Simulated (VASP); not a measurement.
# Rh (P6_3/mmc) in VASP: notebook, part 3 of 3

VASP 6.6.1.

### 6 Single point, r2SCAN (uniaxial strain along c: -2.0 %)

Input file POSCAR:

```
Rh
1.0
    2.7171613986      0.0000000000      0.0000000000
   -1.3585806993      2.3531307973      0.0000000000
    0.0000000000      0.0000000000      4.2616448766
Rh
2
Direct
    0.6666666667      0.3333333333      0.7500000000
    0.3333333333      0.6666666667      0.2500000000
```

Input file INCAR.step1:

```
  PREC = Accurate
  ENCUT = 520
  ISMEAR = 0
  SIGMA = 0.1
  LREAL = F
  LASPH = T
  NELM = 60
  NBANDS = 22
  GGA = PE
  ALGO = Normal
  EDIFF = 1E-4
  LWAVE = T
  LCHARG = F
```

Input file INCAR.step2:

```
  PREC = Accurate
  ENCUT = 520
  EDIFF = 1E-7
  ISMEAR = 0
  SIGMA = 0.1
  LREAL = F
  LASPH = T
  NELM = 60
  ALGO = Normal
  ISIF = 2
  LWAVE = F
  LCHARG = F
  METAGGA = R2SCAN
  LMIXTAU = T
  NBANDS = 22
  ISTART = 1
```

Input file KPOINTS:

```
regular mesh
0
Gamma
  24 24 12
```

Potentials or basis: VASP PAW PBE potentials, release 64 (Rh_pv).

On the command line:

```
cat potpaw_PBE.64/Rh_pv/POTCAR > POTCAR
cp INCAR.step1 INCAR
mpirun -np 1 vasp_std > vasp.out
cp INCAR.step2 INCAR
mpirun -np 1 vasp_std > vasp.out
```

OUTCAR:

```text
PREC = Accurate
   ENCUT = 520
   EDIFF = 1E-7
   ISMEAR = 0
   LREAL = F
   LASPH = T
   NELM = 60
   ISIF = 2
   METAGGA = R2SCAN
   ISTART = 1

 ion  position               nearest neighbor table
   1  0.667  0.333  0.750-   2 2.65   2 2.65   2 2.65   2 2.65   2 2.65   2 2.65
   2  0.333  0.667  0.250-   1 2.65   1 2.65   1 2.65   1 2.65   1 2.65   1 2.65

  LATTYP: Found a hexagonal cell.
 ALAT       =     2.7171613986
 C/A-ratio  =     1.5684180111

  Lattice vectors:

 A1 = (   2.7171613986,   0.0000000000,   0.0000000000)
 A2 = (  -1.3585806993,   2.3531307973,   0.0000000000)
 A3 = (   0.0000000000,   0.0000000000,   4.2616448766)

Analysis of symmetry for initial positions (statically):
=====================================================================
 Subroutine PRICEL returns:
 Original cell was already a primitive cell.

 Routine SETGRP: Setting up the symmetry group for a
 hexagonal supercell.

 Subroutine GETGRP returns: Found 24 space group operations
 (whereof 12 operations were pure point group operations)
 out of a pool of 24 trial point group operations.

The static configuration has the point symmetry D_3d.
 The point group associated with its full space group is D_6h.

Analysis of symmetry for dynamics (positions and initial velocities):
=====================================================================
 Subroutine PRICEL returns:
 Original cell was already a primitive cell.

 Routine SETGRP: Setting up the symmetry group for a
 hexagonal supercell.

 Subroutine GETGRP returns: Found 24 space group operations
 (whereof 12 operations were pure point group operations)
 out of a pool of 24 trial point group operations.

The dynamic configuration has the point symmetry D_3d.
 The point group associated with its full space group is D_6h.

 Subroutine INISYM returns: Found 24 space group operations
 (whereof 12 operations are pure point group operations),
 and found     1 'primitive' translations

----------------------------------------------------------------------------------------

                                     Primitive cell

  volume of cell :      27.2483

  direct lattice vectors                    reciprocal lattice vectors
     2.717161399  0.000000000  0.000000000     0.368031137  0.212482876  0.000000000
    -1.358580699  2.353130797  0.000000000     0.000000000  0.424965752  0.000000000
     0.000000000  0.000000000  4.261644877     0.000000000  0.000000000  0.234651180

  length of vectors
     2.717161399  2.717161399  4.261644877     0.424965752  0.424965752  0.234651180

  position of ions in fractional coordinates (direct lattice)
     0.666666667  0.333333333  0.750000000
     0.333333333  0.666666667  0.250000000

  ion indices of the primitive-cell ions
   primitive index   ion index
                 1           1
                 2           2

----------------------------------------------------------------------------------------

 KPOINTS: regular mesh

Automatic generation of k-mesh.
 Grid dimensions read from file:
 generate k-points for:   24   24   12

 Generating k-lattice:

  Cartesian coordinates                     Fractional coordinates (reciprocal lattice)
     0.015334631  0.008853453  0.000000000     0.041666667 -0.000000000  0.000000000
     0.000000000  0.017706906  0.000000000     0.000000000  0.041666667  0.000000000
     0.000000000  0.000000000  0.019554265     0.000000000  0.000000000  0.083333333

  Length of vectors
     0.017706906  0.017706906  0.019554265

  Shift w.r.t. Gamma in fractional coordinates (k-lattice)
     0.000000000  0.000000000  0.000000000

 Subroutine IBZKPT returns following result:
 ===========================================

 Found    427 irreducible k-points:

 Following reciprocal coordinates:
            Coordinates               Weight
  0.000000  0.000000  0.000000      1.000000
  0.041667 -0.000000  0.000000      6.000000
  0.083333 -0.000000  0.000000      6.000000
  0.125000 -0.000000  0.000000      6.000000
  0.166667  0.000000  0.000000      6.000000
  0.208333  0.000000  0.000000      6.000000
[... 16 lines left out ...]
  0.416667  0.041667  0.000000     12.000000
  0.458333  0.041667  0.000000     12.000000
 [... further k-points ...]
   k-points           NKPTS =    427   k-points in BZ     NKDIM =    427   number of bands    NBANDS=     22
   number of dos      NEDOS =    301   number of ions     NIONS =      2
   total plane-waves  NPLWV =  12800
   dimension x,y,z NGX =    20 NGY =   20 NGZ =   32
   dimension x,y,z NGXF=    40 NGYF=   40 NGZF=   64
   ions per type =               2
   NGX,Y,Z   is equivalent  to a cutoff of  12.24, 12.24, 12.48 a.u.
   NGXF,Y,Z  is equivalent  to a cutoff of  24.47, 24.47, 24.97 a.u.
 SYSTEM =  unknown system
   PREC   = accura    normal or accurate (medium, high low for compatibility)
   ISTART =      1    job   : 0-new  1-cont  2-samecut
   ICHARG =      0    charge: 1-file 2-atom 10-const
   ISPIN  =      1    spin polarized calculation?
   LNONCOLLINEAR =      F non collinear calculations
   LSORBIT =      F    spin-orbit coupling
   LASPH  =      T    aspherical Exc in radial PAW
   ENCUT  =  520.0 eV  38.22 Ry    6.18 a.u.   5.05  5.05  7.92*2*pi/ulx,y,z
   NELM   =     60;   NELMIN=  2; NELMDL=  0     # of ELM steps
   EDIFF  = 0.1E-06   stopping-criterion for ELM
   LREAL  =      F    real-space projection
   EDIFFG = 0.1E-05   stopping-criterion for IOM
   NSW    =      0    number of steps for IOM
   IBRION =     -1    ionic relax: 0-MD 1-quasi-New 2-CG
   NFREE  =      0    steps in history (QN), initial steepest desc. (CG)
   ISIF   =      2    stress and relaxation
   ISYM   =      2    0-nonsym 1-usesym 2-fastsym
   POTIM  = 0.5000    time-step for ionic-motion
   TEBEG  =    0.0;   TEEND  =   0.0 temperature during run
   PSTRESS=    0.0 pullay stress
   NELECT =      30.0000    total number of electrons
   NUPDOWN=      -1.0000    fix difference up-down
   EMIN   =  10.00;   EMAX   =-10.00  energy-range for DOS
   EFERMI =   0.00;   METHOD = LEGACY
   ISMEAR =     0;   SIGMA  =   0.10  broadening in eV -4-tet -1-fermi 0-gaus
   EFERMI_NEDOS =   21; number of points for ismear=-14 and -15
   IALGO  =     38    algorithm
   IMIX   =      4    mixing-type and parameters
     AMIX     =   0.40;   BMIX     =  1.00
     AMIX_MAG =   1.60;   BMIX_MAG =  1.00
  volume/ion in A,a.u.               =      13.62        91.94
  Fermi-wavevector in a.u.,A,eV,Ry     =   1.690450  3.194487 38.880297  2.857621
  Thomas-Fermi vector in A             =   2.772395
   LORBIT       =      0    0 simple, 1 ext, 2 COOP (PROOUT), +10 PAW based schemes
   METAGGA = R2SCAN    functional components
   LHFCALC =     F    Hartree Fock is set to
   AEXX    =    0.0000 exact exchange contribution
   IVDW    =     0    specifies the selected vdW correction
   LEPSILON=     F    determine dielectric tensor
   LRPA    =     F    only Hartree local field effects (RPA)
 non-spin polarized calculation
 Gauss-broadening in eV      SIGMA  =   0.10
  energy-cutoff  :      520.00
  volume of cell :       27.25
 maximum number of plane-waves:       753
   NGX = 11   NGY = 11   NGZ = 15

 number of electron      29.9999997 magnetization

 Free energy of the ion-electron system (eV)
  ---------------------------------------------------
  ext. energy  EPLUGINS =         0.00000000
  ---------------------------------------------------
  free energy    TOTEN  =       -48.17309965 eV

  energy without entropy =      -48.15752409  energy(sigma->0) =      -48.16531187

 E-fermi :  12.0288     XC(G=0): -15.2737

 val. band max:       12.0282512532   @ k =   0.3750   0.2083   0.3333
 cond. band min:      12.0294292471   @ k =   0.2500   0.1250   0.4167
 fundamental gap:      0.0011779938
 Fermi energy:        12.0287803585

 k-point     1 :       0.0000    0.0000    0.0000
  band No.  band energies     occupation
      1     -36.7754      2.00000
      2     -36.0172      2.00000
      3     -36.0171      2.00000
      4     -35.8824      2.00000
      5     -35.8770      2.00000
      6     -35.8770      2.00000
[... 14 lines left out ...]
     21      29.3039      0.00000
     22      29.3042      0.00000
[... 552 lines left out ...]
  band No.  band energies     occupation
      1     -36.5577      2.00000
      2     -36.4097      2.00000
      3     -36.4059      2.00000
      4     -36.1950      2.00000
      5     -36.1148      2.00000
      6     -35.9703      2.00000
[... 14 lines left out ...]
     21      25.2427      0.00000
     22      27.1826      0.00000

 [... further k-points ...]

------------------------ aborting loop because EDIFF is reached ----------------------------------------

  FORCE on cell =-STRESS in cart. coord.  units (eV):
  Direction    XX          YY          ZZ          XY          YZ          ZX
  --------------------------------------------------------------------------------------
  -------------------------------------------------------------------------------------
  Total        0.3187837      0.3187837      1.7220284      0.0000000      0.0000000      0.0000000
  in kB       18.7442428     18.7442428    101.2539858      0.0000000      0.0000000      0.0000000
  external PRESSURE =      46.2474904 kB  Pullay stress =       0.0000000 kB

 VOLUME and BASIS-vectors are now :
 -----------------------------------------------------------------------------
  energy-cutoff  :      520.00
  volume of cell :       27.25
      direct lattice vectors                 reciprocal lattice vectors
     2.717161399  0.000000000  0.000000000     0.368031137  0.212482876  0.000000000
    -1.358580699  2.353130797  0.000000000     0.000000000  0.424965752  0.000000000
     0.000000000  0.000000000  4.261644877     0.000000000  0.000000000  0.234651180

 POSITION                                       TOTAL-FORCE (eV/Angst)
 -----------------------------------------------------------------------------------
      1.35858      0.78438      3.19623         0.000000     -0.000000      0.000000
     -0.00000      1.56875      1.06541        -0.000000      0.000000      0.000000
 -----------------------------------------------------------------------------------
    total drift:                               -0.000000      0.000000     -0.000000

  FREE ENERGIE OF THE ION-ELECTRON SYSTEM (eV)
  ---------------------------------------------------
  free  energy   TOTEN  =       -48.1730996460 eV

  energy  without entropy=      -48.1575240856  energy(sigma->0) =      -48.16531187
```

OUTCAR.step1:

```text
PREC = Accurate
   ENCUT = 520
   ISMEAR = 0
   LREAL = F
   LASPH = T
[... 823 lines left out ...]
 -----------------------------------------------------------------------------------
      1.35858      0.78438      3.19623        -0.000000      0.000000      0.000000
     -0.00000      1.56875      1.06541         0.000000     -0.000000      0.000000
 -----------------------------------------------------------------------------------
    total drift:                               -0.000000      0.000000     -0.000000

  FREE ENERGIE OF THE ION-ELECTRON SYSTEM (eV)
  ---------------------------------------------------
  free  energy   TOTEN  =       -14.4079927417 eV

  energy  without entropy=      -14.3918204312  energy(sigma->0) =      -14.39990659
```

Wall time 5.2 min (1 thread of Intel Xeon 6975P-C (Granite Rapids), shared host); peak memory 0.3 GiB.

Results:

| Quantity | Value |
| --- | --- |
| Free energy | -48.1731 eV |
| Pressure | 4.6 GPa |
| Band gap on the k mesh | zero (bands 15 and 16 overlap by 2.47 eV) |

Caveat: the cell differs from its parent crystal (uniaxial strain along c: -2.0 %); the cell stands under pressure; the PAW data sets were made with another functional, which shifts forces and pressure a little.

### 7 Summary

```csv
cell,k mesh,gap on the mesh (eV),pressure (GPa)
"a = 2.647, b = 2.647, c = 4.265 Å, angles 90.0, 90.0, 120.0°, 2 atoms",18 × 18 × 10,none,21.9
"a = 2.676, b = 2.676, c = 4.307 Å, angles 90.0, 90.0, 120.0°, 2 atoms",18 × 18 × 10,none,10.6
"a = 2.704, b = 2.704, c = 4.349 Å, angles 90.0, 90.0, 120.0°, 2 atoms",18 × 18 × 10,none,1.2
"a = 2.741, b = 2.741, c = 4.175 Å, angles 90.0, 90.0, 120.0°, 2 atoms",24 × 24 × 12,none,6.5
"a = 2.717, b = 2.717, c = 4.262 Å, angles 90.0, 90.0, 120.0°, 2 atoms",24 × 24 × 12,none,4.6
```

Alike in all rows: task single point; level r2SCAN; potentials or basis VASP PAW PBE potentials, release 64 (Rh_pv); no spin polarisation; cutoff (eV) 520; smearing gaussian 0.1 eV.

Caveats: the PAW data sets were made with another functional, which shifts forces and pressure a little; the cell stands under pressure (at least some runs).

Total energies depend on the potentials used, so only differences within one code and one set of settings carry meaning.
